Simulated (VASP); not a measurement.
# C (Fd-3m) in VASP: notebook

The runs below take C through single point, with LDA.

Everything below comes from runs of VASP 6.6.1. Logs are shortened: lines on timing, memory, paths and dates and some standing lists are left out, and cuts for length are marked.

**1. The cell of the first run**

It takes space group Fd-3m (No. 227, cubic). The conventional cell has a = 3.531 Å, b = 3.531 Å, c = 3.531 Å, α = 90.00°, β = 90.00°, γ = 90.00°. C (site symmetry -43m) has 4 C at 1.53 Å within 2.0 Å.

**2. Single point, LDA**

Input file INCAR:

```
  PREC = Accurate
  ENCUT = 1300
  EDIFF = 1E-6
  ISMEAR = 0
  SIGMA = 0.02
  LREAL = False
  LASPH = True
  NELM = 120
  ALGO = Normal
  ISIF = 2
  LWAVE = False
  LCHARG = False
  GGA = CA
  NBANDS = 11
  GGA_COMPAT = False
```

Input file KPOINTS:

```
regular mesh
0
Gamma
  12 12 12
```

Input file POSCAR:

```
C
1.0
    0.0000000000      1.7657474434      1.7657474434
    1.7657474434      0.0000000000      1.7657474434
    1.7657474434      1.7657474434      0.0000000000
C
2
Direct
    0.0000000000      0.0000000000      0.0000000000
    0.2500000000      0.2500000000      0.2500000000
```

Potentials or basis: VASP PAW LDA potentials, release 64 (C_h).

Started as:

```bash
cat potpaw_LDA.64/C_h/POTCAR > POTCAR
mpirun -np 1 vasp_std > vasp.out
```

OUTCAR:

```text
PREC = Accurate
   ENCUT = 1300
   EDIFF = 1E-6
   ISMEAR = 0
   LREAL = False
   LASPH = True
   NELM = 120
   ISIF = 2
   GGA = CA

 ion  position               nearest neighbor table
   1  0.000  0.000  0.000-
   2  0.250  0.250  0.250-

  LATTYP: Found a face centered cubic cell.
 ALAT       =     3.5314948868

  Lattice vectors:

 A1 = (   0.0000000000,   1.7657474434,   1.7657474434)
 A2 = (   1.7657474434,   0.0000000000,   1.7657474434)
 A3 = (   1.7657474434,   1.7657474434,   0.0000000000)

Analysis of symmetry for initial positions (statically):
=====================================================================
 Subroutine PRICEL returns:
 Original cell was already a primitive cell.

 Routine SETGRP: Setting up the symmetry group for a
 face centered cubic supercell.

 Subroutine GETGRP returns: Found 48 space group operations
 (whereof 24 operations were pure point group operations)
 out of a pool of 48 trial point group operations.

The static configuration has the point symmetry T_d .
 The point group associated with its full space group is O_h .

Analysis of symmetry for dynamics (positions and initial velocities):
=====================================================================
 Subroutine PRICEL returns:
 Original cell was already a primitive cell.

 Routine SETGRP: Setting up the symmetry group for a
 face centered cubic supercell.

 Subroutine GETGRP returns: Found 48 space group operations
 (whereof 24 operations were pure point group operations)
 out of a pool of 48 trial point group operations.

The dynamic configuration has the point symmetry T_d .
 The point group associated with its full space group is O_h .

 Subroutine INISYM returns: Found 48 space group operations
 (whereof 24 operations are pure point group operations),
 and found     1 'primitive' translations

----------------------------------------------------------------------------------------

                                     Primitive cell

  volume of cell :      11.0107

  direct lattice vectors                    reciprocal lattice vectors
     0.000000000  1.765747443  1.765747443    -0.283166204  0.283166204  0.283166204
     1.765747443  0.000000000  1.765747443     0.283166204 -0.283166204  0.283166204
     1.765747443  1.765747443  0.000000000     0.283166204  0.283166204 -0.283166204

  length of vectors
     2.497143982  2.497143982  2.497143982     0.490458252  0.490458252  0.490458252

  position of ions in fractional coordinates (direct lattice)
[... 88 lines left out ...]
   TEBEG  =    0.0;   TEEND  =   0.0 temperature during run
   PSTRESS=    0.0 pullay stress
   NELECT =       8.0000    total number of electrons
   NUPDOWN=      -1.0000    fix difference up-down
   EMIN   =  10.00;   EMAX   =-10.00  energy-range for DOS
   EFERMI =   0.00;   METHOD = LEGACY
   ISMEAR =     0;   SIGMA  =   0.02  broadening in eV -4-tet -1-fermi 0-gaus
   EFERMI_NEDOS =   21; number of points for ismear=-14 and -15
   IALGO  =     38    algorithm
   IMIX   =      4    mixing-type and parameters
     AMIX     =   0.40;   BMIX     =  1.00
     AMIX_MAG =   1.60;   BMIX_MAG =  1.00
  volume/ion in A,a.u.               =       5.51        37.15
  Fermi-wavevector in a.u.,A,eV,Ry     =   1.471746  2.781197 29.470719  2.166037
  Thomas-Fermi vector in A             =   2.586845
   LORBIT       =      0    0 simple, 1 ext, 2 COOP (PROOUT), +10 PAW based schemes
   GGA     = CA    functional components
   LHFCALC =     F    Hartree Fock is set to
   AEXX    =    0.0000 exact exchange contribution
   IVDW    =     0    specifies the selected vdW correction
   LEPSILON=     F    determine dielectric tensor
   LRPA    =     F    only Hartree local field effects (RPA)
 non-spin polarized calculation
 Gauss-broadening in eV      SIGMA  =   0.02
  energy-cutoff  :     1300.00
  volume of cell :       11.01
 maximum number of plane-waves:      1211
 NGX is ok and might be reduce to    30
   NGX = 15   NGY = 15   NGZ = 15

 number of electron       8.0000000 magnetization

 Free energy of the ion-electron system (eV)
  ---------------------------------------------------
  ext. energy  EPLUGINS =         0.00000000
  ---------------------------------------------------
  free energy    TOTEN  =       -20.26745134 eV

  energy without entropy =      -20.26745134  energy(sigma->0) =      -20.26745134

 E-fermi :  11.5944     XC(G=0): -13.7983

 val. band max:       11.3409663349   @ k =   0.0000   0.0000   0.0000
 cond. band min:      15.5405107345   @ k =   0.3333   0.3333   0.0000
 fundamental gap:      4.1995443996
 Fermi energy:        11.5943705536

 k-point     1 :       0.0000    0.0000    0.0000
  band No.  band energies     occupation
      1     -10.3798      2.00000
      2      11.3410      2.00000
      3      11.3410      2.00000
      4      11.3410      2.00000
      5      16.9681      0.00000
      6      16.9681      0.00000
      7      16.9681      0.00000
      8      25.5763      0.00000
      9      30.7420      0.00000
     10      38.2959      0.00000
     11      38.2959      0.00000
[... 309 lines left out ...]
 k-point    24 :      -0.4167    0.1667    0.0000
  band No.  band energies     occupation
      1      -3.9840      2.00000
      2      -1.4473      2.00000
      3       5.7838      2.00000
      4       7.6585      2.00000
      5      18.9395      0.00000
      6      21.6806      0.00000
      7      22.9886      0.00000
      8      26.9395      0.00000
      9      30.8447      0.00000
     10      35.7327      0.00000
     11      36.1562      0.00000

 [... further k-points ...]

------------------------ aborting loop because EDIFF is reached ----------------------------------------

  FORCE on cell =-STRESS in cart. coord.  units (eV):
  Direction    XX          YY          ZZ          XY          YZ          ZX
  --------------------------------------------------------------------------------------
  -------------------------------------------------------------------------------------
  Total        0.0696916      0.0696916      0.0696916     -0.0000000     -0.0000000      0.0000000
  in kB       10.1408725     10.1408725     10.1408725     -0.0000000     -0.0000000      0.0000000
  external PRESSURE =      10.1408725 kB  Pullay stress =       0.0000000 kB

 VOLUME and BASIS-vectors are now :
 -----------------------------------------------------------------------------
  energy-cutoff  :     1300.00
  volume of cell :       11.01
      direct lattice vectors                 reciprocal lattice vectors
     0.000000000  1.765747443  1.765747443    -0.283166204  0.283166204  0.283166204
     1.765747443  0.000000000  1.765747443     0.283166204 -0.283166204  0.283166204
     1.765747443  1.765747443  0.000000000     0.283166204  0.283166204 -0.283166204

 POSITION                                       TOTAL-FORCE (eV/Angst)
 -----------------------------------------------------------------------------------
      0.00000      0.00000      0.00000        -0.000000     -0.000000     -0.000000
      0.88287      0.88287      0.88287         0.000000      0.000000      0.000000
 -----------------------------------------------------------------------------------
    total drift:                                0.000000     -0.000000      0.000000

  FREE ENERGIE OF THE ION-ELECTRON SYSTEM (eV)
  ---------------------------------------------------
  free  energy   TOTEN  =       -20.2674513351 eV

  energy  without entropy=      -20.2674513351  energy(sigma->0) =      -20.26745134
```

stdout:

```text
POSCAR found type information on POSCAR C
 POSCAR found :  1 types and       2 ions
 scaLAPACK will be used
 LDA part: xc-table for (Slater(with rela. corr.)+CA(PZ))
 , standard interpolation
 POSCAR, INCAR and KPOINTS ok, starting setup
 FFT: planning ... GRIDC
 FFT: planning ... GRID_SOFT
 FFT: planning ... GRID
 WAVECAR not read
 entering main loop
```

Run time: 20 s. Hardware: 1 thread of AMD EPYC 7R13 (Zen 3), shared host; peak memory 0.12 GiB.

What came out:

```
Free energy            : -20.2675 eV
Pressure               : 1.0 GPa
Band gap on the k mesh : 4.20 eV (least direct gap 5.63 eV)
```

Levels at points of the mesh, in eV from the valence-band top:
| k point | band 2 | band 3 | band 4 | band 5 | band 6 | band 7 |
| --- | --- | --- | --- | --- | --- | --- |
| (0.00, 0.00, 0.00) | 0.00 | 0.00 | 0.00 | 5.63 | 5.63 | 5.63 |
| (0.50, 0.00, 0.00) | -13.70 | -2.87 | -2.87 | 8.51 | 8.51 | 9.42 |
| (0.50, 0.50, 0.00) | -12.82 | -6.47 | -6.47 | 4.78 | 4.78 | 17.07 |

A k mesh can miss the band edges.

**3. Single point, LDA**

Input file INCAR:

```
SYSTEM = C
ALGO = Normal ; EDIFF = 1E-6
ENCUT = 1300 ; GGA = CA
GGA_COMPAT = .False. ; ISIF = 2
ISMEAR = 0 ; LASPH = .True.
LCHARG = .False. ; LREAL = .False.
LWAVE = .False. ; NBANDS = 11
NELM = 120 ; PREC = Accurate
SIGMA = 0.02
```

Input file KPOINTS:

```
k-points
0
Gamma
  12 12 12
  0 0 0
```

POSCAR is that of step 2.

Potentials or basis: VASP PAW LDA potentials, release 64 (C_h).

Started as:

```bash
cat potpaw_LDA.64/C_h/POTCAR > POTCAR
mpirun -np 1 vasp_std > vasp.out
```

OUTCAR:

```text
SYSTEM = C
   EDIFF = 1E-6
   ENCUT = 1300
   GGA = CA
   ISIF = 2
   ISMEAR = 0
   LASPH = .True.
   LREAL = .False.
   NELM = 120
   PREC = Accurate

 ion  position               nearest neighbor table
   1  0.000  0.000  0.000-
   2  0.250  0.250  0.250-

  LATTYP: Found a face centered cubic cell.
 ALAT       =     3.5314948868

  Lattice vectors:

 A1 = (   0.0000000000,   1.7657474434,   1.7657474434)
[... 521 lines left out ...]
     11      36.1562      0.00000

 [... further k-points ...]

------------------------ aborting loop because EDIFF is reached ----------------------------------------

  FORCE on cell =-STRESS in cart. coord.  units (eV):
  Direction    XX          YY          ZZ          XY          YZ          ZX
  --------------------------------------------------------------------------------------
  -------------------------------------------------------------------------------------
  Total        0.0696916      0.0696916      0.0696916      0.0000000      0.0000000     -0.0000000
  in kB       10.1408726     10.1408726     10.1408726      0.0000000      0.0000000     -0.0000000
  external PRESSURE =      10.1408726 kB  Pullay stress =       0.0000000 kB

 VOLUME and BASIS-vectors are now :
 -----------------------------------------------------------------------------
  energy-cutoff  :     1300.00
  volume of cell :       11.01
      direct lattice vectors                 reciprocal lattice vectors
     0.000000000  1.765747443  1.765747443    -0.283166204  0.283166204  0.283166204
     1.765747443  0.000000000  1.765747443     0.283166204 -0.283166204  0.283166204
     1.765747443  1.765747443  0.000000000     0.283166204  0.283166204 -0.283166204

 POSITION                                       TOTAL-FORCE (eV/Angst)
 -----------------------------------------------------------------------------------
      0.00000      0.00000      0.00000         0.000000      0.000000      0.000000
      0.88287      0.88287      0.88287        -0.000000     -0.000000     -0.000000
 -----------------------------------------------------------------------------------
    total drift:                                0.000000     -0.000000      0.000000

  FREE ENERGIE OF THE ION-ELECTRON SYSTEM (eV)
  ---------------------------------------------------
  free  energy   TOTEN  =       -20.2674513351 eV

  energy  without entropy=      -20.2674513351  energy(sigma->0) =      -20.26745134
```

OSZICAR:

```text
N       E                     dE             d eps       ncg     rms          rms(c)
DAV:   1     0.179318561904E+02    0.17932E+02   -0.83260E+03  1584   0.148E+03
DAV:   2    -0.198144336176E+02   -0.37746E+02   -0.35408E+02  2227   0.199E+02
DAV:   3    -0.210947239547E+02   -0.12803E+01   -0.12767E+01  1915   0.304E+01
DAV:   4    -0.210985113588E+02   -0.37874E-02   -0.37871E-02  1725   0.181E+00
DAV:   5    -0.210985160308E+02   -0.46720E-05   -0.46720E-05  1842   0.674E-02    0.509E+00
DAV:   6    -0.204847752380E+02    0.61374E+00   -0.32449E-01  1670   0.402E+00    0.272E+00
DAV:   7    -0.202675406214E+02    0.21723E+00   -0.39003E-01  1771   0.436E+00    0.359E-01
DAV:   8    -0.202674643523E+02    0.76269E-04   -0.91393E-03  1709   0.913E-01    0.297E-02
DAV:   9    -0.202674501433E+02    0.14209E-04   -0.42166E-05  1793   0.554E-02    0.145E-02
DAV:  10    -0.202674514231E+02   -0.12798E-05   -0.34938E-06  1818   0.173E-02    0.308E-03
DAV:  11    -0.202674513351E+02    0.87978E-07   -0.18022E-07   902   0.418E-03
   1 F= -.20267451E+02 E0= -.20267451E+02  d E =-.374008E-74
```

Wall time 22 s (1 thread of Intel Xeon Platinum 8259CL at 2.50GHz (Skylake/Cascade Lake), shared host); peak memory 0.15 GiB.

Results:

* Free energy: -20.2675 eV
* Pressure: 1.0 GPa
* Band gap on the k mesh: 4.20 eV (least direct gap 5.63 eV)

Levels at points of the mesh, in eV from the valence-band top:
```
           k point  band 2  band 3  band 4  band 5  band 6  band 7
(0.00, 0.00, 0.00)    0.00    0.00    0.00    5.63    5.63    5.63
(0.50, 0.00, 0.00)  -13.70   -2.87   -2.87    8.51    8.51    9.42
(0.50, 0.50, 0.00)  -12.82   -6.47   -6.47    4.78    4.78   17.07
```
